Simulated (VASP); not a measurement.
# HfGa2Te3 (P6/mmm) in VASP: single point with PBE

Aim: the single point of HfGa2Te3 with PBE.

Program: VASP 6.6.1. These are calculated values, not measurements. Logs are shortened: lines on timing, memory, paths and dates and some standing lists are left out, and cuts for length are marked.

### Step 1. The cell of the first run

Symmetry: P6/mmm, No. 191, hexagonal system. Conventional cell: a = 6.713 Å, b = 6.713 Å, c = 3.793 Å, α = 90.00°, β = 90.00°, γ = 120.00°. Hf (site symmetry 6/mmm) has 2 Hf at 3.79 Å and 12 Te at 3.86 Å and 6 Ga at 3.88 Å within 5.0 Å. Ga (site symmetry -6m2) has 6 Te at 2.71 Å within 3.6 Å. Within 3.6 Å of Te (site symmetry mmm) lie 4 Ga at 2.71 Å and 4 Te at 3.36 Å.

### Step 2. Single point, PBE

Input file INCAR:

```
SYSTEM = HfGa2Te3
ALGO     = Normal         ! electronic algorithm
EDIFF    = 1E-6           ! SCF threshold, eV
ENCUT    = 520            ! plane-wave cutoff, eV
GGA      = PE             ! functional
ISIF     = 2              ! what is computed and relaxed
ISMEAR   = 0              ! smearing method
LASPH    = .True.         ! aspherical terms in the spheres
LCHARG   = .False.        ! write CHGCAR
LREAL    = .False.        ! projectors in reciprocal space
LWAVE    = .False.        ! write WAVECAR
NBANDS   = 36             ! bands
NELM     = 100            ! most SCF steps
PREC     = Accurate       ! precision mode
SIGMA    = 0.1            ! smearing width, eV
```

Input file KPOINTS:

```
k-points
0
Gamma
  3 3 4
  0 0 0
```

Input file POSCAR:

```
HfGa2Te3
1.0
    6.7126714300      0.0000000000      0.0000000000
   -3.3563357200      5.8133439900      0.0000000000
    0.0000000000      0.0000000000      3.7926784500
Hf Ga Te
1 2 3
Direct
    0.0000000000      0.0000000000      0.0000000000
    0.3333333300      0.6666666700      0.0000000000
    0.6666666700      0.3333333300      0.0000000000
    0.5000000000      0.0000000000      0.5000000000
    0.5000000000      0.5000000000      0.5000000000
    0.0000000000      0.5000000000      0.5000000000
```

Potentials or basis: VASP PAW PBE potentials, release 64 (Hf_pv, Ga_d, Te).

Launch:

```bash
cat potpaw_PBE.64/Hf_pv/POTCAR potpaw_PBE.64/Ga_d/POTCAR potpaw_PBE.64/Te/POTCAR > POTCAR
mpirun -np 1 vasp_std > vasp.out
```

OUTCAR:

```text
SYSTEM = HfGa2Te3
   EDIFF = 1E-6
   ENCUT = 520
   GGA = PE
   ISIF = 2
   ISMEAR = 0
   LASPH = .True.
   LREAL = .False.
   NELM = 100
   PREC = Accurate

 ion  position               nearest neighbor table
   1  0.000  0.000  0.000-
   2  0.333  0.667  0.000-   6 2.71   6 2.71   4 2.71   4 2.71   5 2.71   5 2.71
   3  0.667  0.333  0.000-   6 2.71   6 2.71   4 2.71   4 2.71   5 2.71   5 2.71
   4  0.500  0.000  0.500-   2 2.71   3 2.71   2 2.71   3 2.71   6 3.36   6 3.36   5 3.36   5 3.36

   5  0.500  0.500  0.500-   2 2.71   3 2.71   2 2.71   3 2.71   6 3.36   6 3.36   4 3.36   4 3.36

   6  0.000  0.500  0.500-   2 2.71   3 2.71   2 2.71   3 2.71   5 3.36   5 3.36   4 3.36   4 3.36

  LATTYP: Found a hexagonal cell.
 ALAT       =     6.7126714300
 C/A-ratio  =     0.5650028442

  Lattice vectors:

 A1 = (   6.7126714300,   0.0000000000,   0.0000000000)
 A2 = (  -3.3563357200,   5.8133439900,   0.0000000000)
 A3 = (   0.0000000000,   0.0000000000,   3.7926784500)

Analysis of symmetry for initial positions (statically):
=====================================================================
 Subroutine PRICEL returns:
 Original cell was already a primitive cell.

 Routine SETGRP: Setting up the symmetry group for a
 hexagonal supercell.

 Subroutine GETGRP returns: Found 24 space group operations
 (whereof 24 operations were pure point group operations)
 out of a pool of 24 trial point group operations.

The static configuration has the point symmetry D_6h.

Analysis of symmetry for dynamics (positions and initial velocities):
=====================================================================
 Subroutine PRICEL returns:
 Original cell was already a primitive cell.

 Routine SETGRP: Setting up the symmetry group for a
 hexagonal supercell.

 Subroutine GETGRP returns: Found 24 space group operations
 (whereof 24 operations were pure point group operations)
 out of a pool of 24 trial point group operations.

The dynamic configuration has the point symmetry D_6h.

 Subroutine INISYM returns: Found 24 space group operations
 (whereof 24 operations are pure point group operations),
 and found     1 'primitive' translations

----------------------------------------------------------------------------------------

                                     Primitive cell

  volume of cell :     148.0019

  direct lattice vectors                    reciprocal lattice vectors
     6.712671430  0.000000000  0.000000000     0.148971987  0.086009017  0.000000000
    -3.356335720  5.813343990  0.000000000     0.000000000  0.172018033  0.000000000
     0.000000000  0.000000000  3.792678450     0.000000000  0.000000000  0.263665906

  length of vectors
     6.712671430  6.712671436  3.792678450     0.172018033  0.172018033  0.263665906

  position of ions in fractional coordinates (direct lattice)
     0.000000000  0.000000000  0.000000000
     0.333333330  0.666666670  0.000000000
     0.666666670  0.333333330  0.000000000
     0.500000000  0.000000000  0.500000000
     0.500000000  0.500000000  0.500000000
     0.000000000  0.500000000  0.500000000

  ion indices of the primitive-cell ions
   primitive index   ion index
                 1           1
                 2           2
                 3           3
                 4           4
                 5           5
                 6           6

----------------------------------------------------------------------------------------

 KPOINTS: k-points

Automatic generation of k-mesh.
 Grid dimensions read from file:
 generate k-points for:    3    3    4

 Generating k-lattice:

  Cartesian coordinates                     Fractional coordinates (reciprocal lattice)
     0.049657329  0.028669672  0.000000000     0.333333333  0.000000000  0.000000000
     0.000000000  0.057339344  0.000000000     0.000000000  0.333333333  0.000000000
     0.000000000  0.000000000  0.065916477     0.000000000  0.000000000  0.250000000

  Length of vectors
     0.057339344  0.057339344  0.065916477

  Shift w.r.t. Gamma in fractional coordinates (k-lattice)
     0.000000000  0.000000000  0.000000000

 Subroutine IBZKPT returns following result:
 ===========================================

 Found      9 irreducible k-points:

 Following reciprocal coordinates:
            Coordinates               Weight
  0.000000  0.000000  0.000000      1.000000
  0.333333  0.000000  0.000000      6.000000
  0.333333  0.333333  0.000000      2.000000
  0.000000  0.000000  0.250000      2.000000
  0.333333  0.000000  0.250000     12.000000
  0.333333  0.333333  0.250000      4.000000
  0.000000  0.000000  0.500000      1.000000
  0.333333  0.000000  0.500000      6.000000
  0.333333  0.333333  0.500000      2.000000
   k-points           NKPTS =      9   k-points in BZ     NKDIM =      9   number of bands    NBANDS=     36
   number of dos      NEDOS =    301   number of ions     NIONS =      6
   total plane-waves  NPLWV =  70000
   dimension x,y,z NGX =    50 NGY =   50 NGZ =   28
   dimension x,y,z NGXF=   100 NGYF=  100 NGZF=   56
   ions per type =               1   2   3
   NGX,Y,Z   is equivalent  to a cutoff of  12.38, 12.38, 12.27 a.u.
   NGXF,Y,Z  is equivalent  to a cutoff of  24.77, 24.77, 24.55 a.u.
 SYSTEM =  HfGa2Te3
   PREC   = accura    normal or accurate (medium, high low for compatibility)
   ISTART =      0    job   : 0-new  1-cont  2-samecut
   ICHARG =      2    charge: 1-file 2-atom 10-const
   ISPIN  =      1    spin polarized calculation?
   LNONCOLLINEAR =      F non collinear calculations
   LSORBIT =      F    spin-orbit coupling
   LASPH  =      T    aspherical Exc in radial PAW
   ENCUT  =  520.0 eV  38.22 Ry    6.18 a.u.  12.48 12.48  7.05*2*pi/ulx,y,z
   NELM   =    100;   NELMIN=  2; NELMDL= -5     # of ELM steps
   EDIFF  = 0.1E-05   stopping-criterion for ELM
   LREAL  =      F    real-space projection
   EDIFFG = 0.1E-04   stopping-criterion for IOM
   NSW    =      0    number of steps for IOM
   IBRION =     -1    ionic relax: 0-MD 1-quasi-New 2-CG
   NFREE  =      0    steps in history (QN), initial steepest desc. (CG)
   ISIF   =      2    stress and relaxation
   ISYM   =      2    0-nonsym 1-usesym 2-fastsym
   POTIM  = 0.5000    time-step for ionic-motion
   TEBEG  =    0.0;   TEEND  =   0.0 temperature during run
   PSTRESS=    0.0 pullay stress
   NELECT =      54.0000    total number of electrons
   NUPDOWN=      -1.0000    fix difference up-down
   EMIN   =  10.00;   EMAX   =-10.00  energy-range for DOS
   EFERMI =   0.00;   METHOD = LEGACY
   ISMEAR =     0;   SIGMA  =   0.10  broadening in eV -4-tet -1-fermi 0-gaus
   EFERMI_NEDOS =   21; number of points for ismear=-14 and -15
   IALGO  =     38    algorithm
   IMIX   =      4    mixing-type and parameters
     AMIX     =   0.40;   BMIX     =  1.00
     AMIX_MAG =   1.60;   BMIX_MAG =  1.00
  volume/ion in A,a.u.               =      24.67       166.46
  Fermi-wavevector in a.u.,A,eV,Ry     =   1.169814  2.210629 18.619105  1.368466
  Thomas-Fermi vector in A             =   2.306282
   LORBIT       =      0    0 simple, 1 ext, 2 COOP (PROOUT), +10 PAW based schemes
   GGA     = PE    functional components
   LHFCALC =     F    Hartree Fock is set to
   AEXX    =    0.0000 exact exchange contribution
   IVDW    =     0    specifies the selected vdW correction
   LEPSILON=     F    determine dielectric tensor
   LRPA    =     F    only Hartree local field effects (RPA)
 non-spin polarized calculation
 Gauss-broadening in eV      SIGMA  =   0.10
  energy-cutoff  :      520.00
  volume of cell :      148.00
 maximum number of plane-waves:      4016
 NGX is ok and might be reduce to    50
   NGX = 25   NGY = 25   NGZ = 15

 number of electron      54.0000029 magnetization

 Free energy of the ion-electron system (eV)
  ---------------------------------------------------
  ext. energy  EPLUGINS =         0.00000000
  ---------------------------------------------------
  free energy    TOTEN  =       -20.72346588 eV

  energy without entropy =      -20.65484045  energy(sigma->0) =      -20.68915317

 E-fermi :   7.1280     XC(G=0): -10.3362

 val. band max:        7.1102184923   @ k =   0.0000   0.0000   0.0000
 cond. band min:       7.1392208087   @ k =   0.3333   0.0000   0.5000
 fundamental gap:      0.0290023164
 Fermi energy:         7.1280278815

 k-point     1 :       0.0000    0.0000    0.0000
  band No.  band energies     occupation
      1     -25.6945      2.00000
      2     -25.6945      2.00000
      3     -25.5258      2.00000
      4      -8.1102      2.00000
      5      -8.0346      2.00000
      6      -8.0264      2.00000
[... 28 lines left out ...]
     35      10.3750      0.00000
     36      10.3750      0.00000

 k-point     2 :       0.3333    0.0000    0.0000
  band No.  band energies     occupation
      1     -25.6945      2.00000
      2     -25.6945      2.00000
      3     -25.5258      2.00000
      4      -8.0886      2.00000
      5      -8.0482      2.00000
      6      -8.0266      2.00000
[... 28 lines left out ...]
     35      10.3123      0.00000
     36      10.4126      0.00000

 k-point     3 :       0.3333    0.3333    0.0000
  band No.  band energies     occupation
      1     -25.6945      2.00000
      2     -25.6945      2.00000
      3     -25.5258      2.00000
      4      -8.0664      2.00000
      5      -8.0664      2.00000
      6      -8.0268      2.00000
[... 28 lines left out ...]
     35      10.4506      0.00000
     36      10.4919      0.00000
[... 157 lines left out ...]
 k-point     8 :       0.3333    0.0000    0.5000
  band No.  band energies     occupation
      1     -25.6899      2.00000
      2     -25.6898      2.00000
      3     -25.5789      2.00000
      4      -8.1455      2.00000
      5      -8.1294      2.00000
      6      -8.0691      2.00000
[... 28 lines left out ...]
     35       9.8819      0.00000
     36      10.4976      0.00000

 k-point     9 :       0.3333    0.3333    0.5000
  band No.  band energies     occupation
      1     -25.6899      2.00000
      2     -25.6899      2.00000
      3     -25.5789      2.00000
      4      -8.1495      2.00000
      5      -8.1027      2.00000
      6      -8.1027      2.00000
[... 28 lines left out ...]
     35      10.2228      0.00000
     36      11.2710      0.00000

------------------------ aborting loop because EDIFF is reached ----------------------------------------

  FORCE on cell =-STRESS in cart. coord.  units (eV):
  Direction    XX          YY          ZZ          XY          YZ          ZX
  --------------------------------------------------------------------------------------
  -------------------------------------------------------------------------------------
  Total        7.4869640      7.4869640      8.3576322     -0.0000000      0.0000000      0.0000000
  in kB       81.0492293     81.0492294     90.4745440     -0.0000001      0.0000000      0.0000000
  external PRESSURE =      84.1910009 kB  Pullay stress =       0.0000000 kB

 VOLUME and BASIS-vectors are now :
 -----------------------------------------------------------------------------
  energy-cutoff  :      520.00
  volume of cell :      148.00
      direct lattice vectors                 reciprocal lattice vectors
     6.712671430  0.000000000  0.000000000     0.148971987  0.086009017  0.000000000
    -3.356335720  5.813343990  0.000000000     0.000000000  0.172018033  0.000000000
     0.000000000  0.000000000  3.792678450     0.000000000  0.000000000  0.263665906

 POSITION                                       TOTAL-FORCE (eV/Angst)
 -----------------------------------------------------------------------------------
      0.00000      0.00000      0.00000         0.000000      0.000000     -0.000000
     -0.00000      3.87556      0.00000         0.000000      0.000000      0.000000
      3.35634      1.93778      0.00000        -0.000000      0.000000     -0.000000
      3.35634      0.00000      1.89634         0.000000      0.000000     -0.000000
      1.67817      2.90667      1.89634         0.000000      0.000000     -0.000000
     -1.67817      2.90667      1.89634         0.000000      0.000000     -0.000000
 -----------------------------------------------------------------------------------
    total drift:                               -0.000000      0.000000     -0.000000

  FREE ENERGIE OF THE ION-ELECTRON SYSTEM (eV)
  ---------------------------------------------------
  free  energy   TOTEN  =       -20.7234658835 eV

  energy  without entropy=      -20.6548404518  energy(sigma->0) =      -20.68915317
```

Wall time 42 s (1 thread of Intel Xeon 6975P-C (Granite Rapids), shared host); peak memory 0.26 GiB.

What came out:

```yaml
Free_energy: -20.7235 eV
Pressure: 8.4 GPa
Band_gap_on_the_k_mesh: zero (band 27 reaches 7.44 eV, above the bottom of band 28 at 6.47 eV)
```

Caveat: the k points lie up to 0.41 Å⁻¹ apart; spin-orbit coupling is left out, which moves the levels of the heavy elements.
